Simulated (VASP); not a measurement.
LiY3:

```
Li Y
1.0
    -2.93855    2.93855    2.93855
     2.93855   -2.93855    2.93855
     2.93855    2.93855   -2.93855
Li Y
1 3
Cartesian
  0.0000 0.0000 0.0000
  2.9385 0.0000 0.0000
  0.0000 2.9385 0.0000
  0.0000 0.0000 2.9385
```

The cell was built from a structure type or drawn by symmetry, and may not be a known phase.

```yaml
Program: VASP 6.6.1
Task: relaxation of cell and atoms
Functional: PBE
Potentials_or_basis: VASP PAW PBE potentials, release 64 (Li_sv, Y_sv)
Cutoff: 600 eV
k_mesh: 4 × 4 × 4
Occupations: gaussian, width 0.1 eV
Spin: no spin polarisation
```

At the start: pressure 6.6 GPa; volume 25.37 Å³/atom.

Task: Where does the relaxation end?

Result: Over 3 steps the energy falls by 99.8 meV/atom and the volume is 30.97 Å³/atom (+22.1 %); space group Im-3m (No. 229, to 0.1 Å) before and after.

Step by step:
```tsv
step	energy change (eV)	largest force (eV/Å)	pressure (GPa)	volume (Å³)
1	0.0000	0.0000	6.59	101.50
2	-0.3775	0.0000	1.31	117.62
3	-0.3994	0.0000	-0.11	123.89
```

Final structure:
```xyz
4
Lattice="-3.1405 3.1405 3.1405 3.1405 -3.1405 3.1405 3.1405 3.1405 -3.1405" Properties=species:S:1:pos:R:3 pbc="T T T"
Li    0.0000    0.0000    0.0000
Y     3.1405    0.0000    0.0000
Y     0.0000    3.1405    0.0000
Y     0.0000    0.0000    3.1405
```

Caveat: the k points lie up to 0.35 Å⁻¹ apart in the final cell; the cutoff is under 1.25 times the usual one of these potentials, so pressure, stress and relaxed cells hold a basis-set (Pulay) error; the volume moved by over 15 % at a fixed basis, so the end points are rough; the highest band is partly filled, so the run has too few bands.
